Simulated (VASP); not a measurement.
# Ir (Fm-3m) in VASP: notebook

Runs on Ir. Level: PBE. Tasks: single point, relaxation of cell and atoms.

Everything below comes from runs of VASP 6.6.1. Logs are shortened: lines on timing, memory, paths and dates and some standing lists are left out, and cuts for length are marked.

### Step 1. The cell of the first run

The structure is cubic, space group Fm-3m (No. 225). Conventional cell: a = 3.876 Å, b = 3.876 Å, c = 3.876 Å, α = 90.00°, β = 90.00°, γ = 90.00°. Ir (site symmetry m-3m) has 12 Ir at 2.74 Å within 3.6 Å.

### Step 2. Single point, PBE

Input file INCAR:

```
ALGO = Normal ; EDIFF = 1E-6
ENCUT = 500 ; GGA = PE
GGA_COMPAT = False ; ISIF = 2
ISMEAR = 0 ; LASPH = True
LCHARG = True ; LELF = True
LREAL = False ; LVHAR = True
LWAVE = False ; NBANDS = 10
NELM = 120 ; PREC = Accurate
SIGMA = 0.1
```

Input file KPOINTS:

```
k-points
0
Gamma
  8 8 8
```

Input file POSCAR:

```
Ir
1.0
    0.0000000000      1.9377903888      1.9377903888
    1.9377903888      0.0000000000      1.9377903888
    1.9377903888      1.9377903888      0.0000000000
Ir
1
Direct
    0.0000000000      0.0000000000      0.0000000000
```

Potentials or basis: VASP PAW PBE potentials, release 64 (Ir).

On the command line:

```bash
$ cat potpaw_PBE.64/Ir/POTCAR > POTCAR
$ mpirun -np 1 vasp_std > vasp.out
```

OUTCAR:

```text
EDIFF = 1E-6
   ENCUT = 500
   GGA = PE
   ISIF = 2
   ISMEAR = 0
   LASPH = True
   LREAL = False
   NELM = 120
   PREC = Accurate

 ion  position               nearest neighbor table
   1  0.000  0.000  0.000-

  LATTYP: Found a face centered cubic cell.
 ALAT       =     3.8755807776

  Lattice vectors:

 A1 = (   0.0000000000,   1.9377903888,   1.9377903888)
 A2 = (   1.9377903888,   0.0000000000,   1.9377903888)
 A3 = (   1.9377903888,   1.9377903888,   0.0000000000)

Analysis of symmetry for initial positions (statically):
=====================================================================
 Subroutine PRICEL returns:
 Original cell was already a primitive cell.

 Routine SETGRP: Setting up the symmetry group for a
 face centered cubic supercell.

 Subroutine GETGRP returns: Found 48 space group operations
 (whereof 48 operations were pure point group operations)
 out of a pool of 48 trial point group operations.

The static configuration has the point symmetry O_h .

Analysis of symmetry for dynamics (positions and initial velocities):
=====================================================================
 Subroutine PRICEL returns:
 Original cell was already a primitive cell.

 Routine SETGRP: Setting up the symmetry group for a
 face centered cubic supercell.

 Subroutine GETGRP returns: Found 48 space group operations
 (whereof 48 operations were pure point group operations)
 out of a pool of 48 trial point group operations.

The dynamic configuration has the point symmetry O_h .

 Subroutine INISYM returns: Found 48 space group operations
 (whereof 48 operations are pure point group operations),
 and found     1 'primitive' translations

----------------------------------------------------------------------------------------

                                     Primitive cell

  volume of cell :      14.5529

  direct lattice vectors                    reciprocal lattice vectors
     0.000000000  1.937790389  1.937790389    -0.258025844  0.258025844  0.258025844
     1.937790389  0.000000000  1.937790389     0.258025844 -0.258025844  0.258025844
     1.937790389  1.937790389  0.000000000     0.258025844  0.258025844 -0.258025844

  length of vectors
     2.740449449  2.740449449  2.740449449     0.446913871  0.446913871  0.446913871

  position of ions in fractional coordinates (direct lattice)
     0.000000000  0.000000000  0.000000000

  ion indices of the primitive-cell ions
   primitive index   ion index
                 1           1

----------------------------------------------------------------------------------------

 KPOINTS: k-points

Automatic generation of k-mesh.
 Grid dimensions read from file:
 generate k-points for:    8    8    8

 Generating k-lattice:

  Cartesian coordinates                     Fractional coordinates (reciprocal lattice)
    -0.032253230  0.032253230  0.032253230     0.125000000  0.000000000  0.000000000
     0.032253230 -0.032253230  0.032253230     0.000000000  0.125000000  0.000000000
     0.032253230  0.032253230 -0.032253230     0.000000000  0.000000000  0.125000000

  Length of vectors
     0.055864234  0.055864234  0.055864234

  Shift w.r.t. Gamma in fractional coordinates (k-lattice)
     0.000000000  0.000000000  0.000000000

 Subroutine IBZKPT returns following result:
 ===========================================

 Found     29 irreducible k-points:

 Following reciprocal coordinates:
            Coordinates               Weight
  0.000000  0.000000  0.000000      1.000000
  0.125000  0.000000  0.000000      8.000000
  0.250000  0.000000  0.000000      8.000000
  0.375000  0.000000  0.000000      8.000000
  0.500000  0.000000  0.000000      4.000000
  0.125000  0.125000  0.000000      6.000000
[... 16 lines left out ...]
  0.500000  0.250000  0.125000     48.000000
 -0.375000  0.250000  0.125000     24.000000
 [... further k-points ...]
   k-points           NKPTS =     29   k-points in BZ     NKDIM =     29   number of bands    NBANDS=     10
   number of dos      NEDOS =    301   number of ions     NIONS =      1
   total plane-waves  NPLWV =   8000
   dimension x,y,z NGX =    20 NGY =   20 NGZ =   20
   dimension x,y,z NGXF=    40 NGYF=   40 NGZF=   40
   ions per type =               1
   NGX,Y,Z   is equivalent  to a cutoff of  12.13, 12.13, 12.13 a.u.
   NGXF,Y,Z  is equivalent  to a cutoff of  24.27, 24.27, 24.27 a.u.
 SYSTEM =  unknown system
   PREC   = accura    normal or accurate (medium, high low for compatibility)
   ISTART =      0    job   : 0-new  1-cont  2-samecut
   ICHARG =      2    charge: 1-file 2-atom 10-const
   ISPIN  =      1    spin polarized calculation?
   LNONCOLLINEAR =      F non collinear calculations
   LSORBIT =      F    spin-orbit coupling
   LASPH  =      T    aspherical Exc in radial PAW
   ENCUT  =  500.0 eV  36.75 Ry    6.06 a.u.   5.00  5.00  5.00*2*pi/ulx,y,z
   NELM   =    120;   NELMIN=  2; NELMDL= -5     # of ELM steps
   EDIFF  = 0.1E-05   stopping-criterion for ELM
   LREAL  =      F    real-space projection
   EDIFFG = 0.1E-04   stopping-criterion for IOM
   NSW    =      0    number of steps for IOM
   IBRION =     -1    ionic relax: 0-MD 1-quasi-New 2-CG
   NFREE  =      0    steps in history (QN), initial steepest desc. (CG)
   ISIF   =      2    stress and relaxation
   ISYM   =      2    0-nonsym 1-usesym 2-fastsym
   POTIM  = 0.5000    time-step for ionic-motion
   TEBEG  =    0.0;   TEEND  =   0.0 temperature during run
   PSTRESS=    0.0 pullay stress
   NELECT =       9.0000    total number of electrons
   NUPDOWN=      -1.0000    fix difference up-down
   EMIN   =  10.00;   EMAX   =-10.00  energy-range for DOS
   EFERMI =   0.00;   METHOD = LEGACY
   ISMEAR =     0;   SIGMA  =   0.10  broadening in eV -4-tet -1-fermi 0-gaus
   EFERMI_NEDOS =   21; number of points for ismear=-14 and -15
   IALGO  =     38    algorithm
   IMIX   =      4    mixing-type and parameters
     AMIX     =   0.40;   BMIX     =  1.00
     AMIX_MAG =   1.60;   BMIX_MAG =  1.00
  volume/ion in A,a.u.               =      14.55        98.21
  Fermi-wavevector in a.u.,A,eV,Ry     =   1.394779  2.635751 26.468906  1.945410
  Thomas-Fermi vector in A             =   2.518295
   LORBIT       =      0    0 simple, 1 ext, 2 COOP (PROOUT), +10 PAW based schemes
   GGA     = PE    functional components
   LHFCALC =     F    Hartree Fock is set to
   AEXX    =    0.0000 exact exchange contribution
   IVDW    =     0    specifies the selected vdW correction
   LEPSILON=     F    determine dielectric tensor
   LRPA    =     F    only Hartree local field effects (RPA)
 non-spin polarized calculation
 Gauss-broadening in eV      SIGMA  =   0.10
  energy-cutoff  :      500.00
  volume of cell :       14.55
 maximum number of plane-waves:       380
   NGX =  9   NGY =  9   NGZ =  9

 number of electron       9.0000000 magnetization

 Free energy of the ion-electron system (eV)
  ---------------------------------------------------
  ext. energy  EPLUGINS =         0.00000000
  ---------------------------------------------------
  free energy    TOTEN  =        -8.78194525 eV

  energy without entropy =       -8.77304641  energy(sigma->0) =       -8.77749583

 E-fermi :   9.9723     XC(G=0): -13.8193

 val. band max:        9.9284608561   @ k =  -0.3750   0.1250   0.0000
 cond. band min:       9.9921808356   @ k =  -0.3750   0.2500   0.0000
 fundamental gap:      0.0637199795
 Fermi energy:         9.9722681262

 k-point     1 :       0.0000    0.0000    0.0000
  band No.  band energies     occupation
      1      -0.8953      2.00000
      2       6.2004      2.00000
      3       6.2004      2.00000
      4       6.2004      2.00000
      5       8.7812      2.00000
      6       8.7812      2.00000
      7      24.2848      0.00000
      8      29.7250      0.00000
      9      29.7250      0.00000
     10      29.7250      0.00000

 k-point     2 :       0.1250    0.0000    0.0000
  band No.  band energies     occupation
      1      -0.2423      2.00000
      2       5.8949      2.00000
      3       6.4543      2.00000
      4       6.4543      2.00000
      5       8.6472      2.00000
      6       8.6472      2.00000
      7      25.3379      0.00000
      8      27.1538      0.00000
      9      30.7868      0.00000
     10      30.7868      0.00000

 k-point     3 :       0.2500    0.0000    0.0000
  band No.  band energies     occupation
      1       1.2667      2.00000
      2       5.7057      2.00000
      3       6.6299      2.00000
      4       6.6299      2.00000
      5       8.9584      2.00000
      6       8.9584      2.00000
      7      23.5912      0.00000
      8      26.5337      0.00000
      9      33.2924      0.00000
     10      33.2934      0.00000

 k-point     4 :       0.3750    0.0000    0.0000
  band No.  band energies     occupation
      1       2.0763      2.00000
      2       6.2962      2.00000
      3       6.2962      2.00000
      4       7.3417      2.00000
      5      10.1131      0.04644
      6      10.1131      0.04644
      7      19.5915      0.00000
      8      24.6947      0.00000
      9      31.0610      0.00000
     10      31.0610      0.00000

 k-point     5 :       0.5000    0.0000    0.0000
  band No.  band energies     occupation
      1       2.1143      2.00000
      2       6.1095      2.00000
      3       6.1095      2.00000
      4       9.2385      2.00000
      5      10.7741      0.00000
      6      10.7741      0.00000
      7      16.9028      0.00000
      8      23.8353      0.00000
      9      29.4651      0.00000
     10      29.4651      0.00000

 k-point     6 :       0.1250    0.1250    0.0000
  band No.  band energies     occupation
      1      -0.0195      2.00000
      2       5.5768      2.00000
      3       6.6989      2.00000
      4       6.6989      2.00000
      5       8.0703      2.00000
      6       9.0373      2.00000
      7      25.7610      0.00000
      8      28.1405      0.00000
      9      29.8664      0.00000
     10      29.8664      0.00000

 k-point     7 :       0.2500    0.1250    0.0000
  band No.  band energies     occupation
      1       1.2779      2.00000
      2       5.0817      2.00000
      3       6.7602      2.00000
      4       7.1178      2.00000
      5       8.1858      2.00000
      6       9.4167      2.00000
      7      25.3973      0.00000
      8      27.3485      0.00000
      9      30.0744      0.00000
     10      30.9587      0.00000

 k-point     8 :       0.3750    0.1250    0.0000
  band No.  band energies     occupation
      1       2.4782      2.00000
      2       5.6222      2.00000
      3       6.0793      2.00000
      4       6.9433      2.00000
      5      10.0387      0.34743
      6      10.3616      0.00000
      7      21.1782      0.00000
      8      26.0525      0.00000
      9      29.2259      0.00000
     10      31.0175      0.00000

 k-point     9 :       0.5000    0.1250    0.0000
  band No.  band energies     occupation
      1       2.6391      2.00000
      2       5.6445      2.00000
      3       6.6230      2.00000
      4       7.3945      2.00000
      5      10.8178      0.00000
      6      12.4519      0.00000
      7      17.0678      0.00000
      8      24.8746      0.00000
      9      28.6499      0.00000
     10      28.7116      0.00000
[... 118 lines left out ...]
 k-point    19 :       0.5000    0.3750    0.0000
  band No.  band energies     occupation
      1       2.7379      2.00000
      2       3.3047      2.00000
      3       8.5811      2.00000
      4       9.8851      1.78240
      5      11.0861      0.00000
      6      13.3869      0.00000
      7      19.3355      0.00000
      8      22.5878      0.00000
      9      23.0265      0.00000
     10      31.3209      0.00000

 k-point    20 :      -0.3750    0.3750    0.0000
  band No.  band energies     occupation
      1       3.2692      2.00000
      2       4.1791      2.00000
      3       7.1475      2.00000
      4       9.0877      2.00000
      5      10.5009      0.00000
      6      16.1360      0.00000
      7      17.4025      0.00000
      8      21.0697      0.00000
      9      25.1961      0.00000
     10      30.6230      0.00000

 k-point    21 :       0.5000    0.5000    0.0000
  band No.  band energies     occupation
      1       2.3397      2.00000
      2       2.8831      2.00000
      3      10.7485      0.00000
      4      11.3204      0.00000
      5      11.3204      0.00000
      6      11.6222      0.00000
      7      20.0559      0.00000
      8      21.4988      0.00000
      9      21.4988      0.00000
     10      30.7872      0.00000

 k-point    22 :       0.3750    0.2500    0.1250
  band No.  band energies     occupation
      1       2.6312      2.00000
      2       4.6186      2.00000
      3       6.1294      2.00000
      4       8.1367      2.00000
      5       8.2024      2.00000
      6      10.6736      0.00000
      7      24.0184      0.00000
      8      26.5669      0.00000
      9      28.2961      0.00000
     10      30.3816      0.00000

 k-point    23 :       0.5000    0.2500    0.1250
  band No.  band energies     occupation
      1       3.5136      2.00000
      2       5.1424      2.00000
      3       5.5122      2.00000
      4       7.7631      2.00000
      5       9.7785      1.99385
      6      12.6739      0.00000
      7      19.9308      0.00000
      8      25.0997      0.00000
      9      26.5543      0.00000
     10      31.0659      0.00000

 k-point    24 :      -0.3750    0.2500    0.1250
  band No.  band energies     occupation
      1       3.5452      2.00000
      2       4.9213      2.00000
      3       6.4566      2.00000
      4       7.4606      2.00000
      5      10.4718      0.00000
      6      14.9608      0.00000
      7      16.3638      0.00000
      8      25.4807      0.00000
      9      25.4822      0.00000
     10      29.5083      0.00000

 [... further k-points ...]
[... 5 lines left out ...]
  --------------------------------------------------------------------------------------
  -------------------------------------------------------------------------------------
  Total        0.0413932      0.0413932      0.0413932      0.0000000     -0.0000000      0.0000000
  in kB        4.5571035      4.5571035      4.5571035      0.0000000     -0.0000000      0.0000000
  external PRESSURE =       4.5571035 kB  Pullay stress =       0.0000000 kB

 VOLUME and BASIS-vectors are now :
 -----------------------------------------------------------------------------
  energy-cutoff  :      500.00
  volume of cell :       14.55
      direct lattice vectors                 reciprocal lattice vectors
     0.000000000  1.937790389  1.937790389    -0.258025844  0.258025844  0.258025844
     1.937790389  0.000000000  1.937790389     0.258025844 -0.258025844  0.258025844
     1.937790389  1.937790389  0.000000000     0.258025844  0.258025844 -0.258025844

 POSITION                                       TOTAL-FORCE (eV/Angst)
 -----------------------------------------------------------------------------------
      0.00000      0.00000      0.00000        -0.000000     -0.000000     -0.000000
 -----------------------------------------------------------------------------------
    total drift:                               -0.000000     -0.000000     -0.000000

  FREE ENERGIE OF THE ION-ELECTRON SYSTEM (eV)
  ---------------------------------------------------
  free  energy   TOTEN  =        -8.7819452488 eV

  energy  without entropy=       -8.7730464104  energy(sigma->0) =       -8.77749583
```

Run time: 6.2 s. Hardware: 1 thread of AMD EPYC 7R13 (Zen 3), shared host; peak memory 0.09 GiB.

Results:

```
Free energy : -8.7819 eV
Pressure    : 0.5 GPa
```

Caveat: spin-orbit coupling is left out, which moves the levels of the heavy elements.

[end of part 1 of 2]
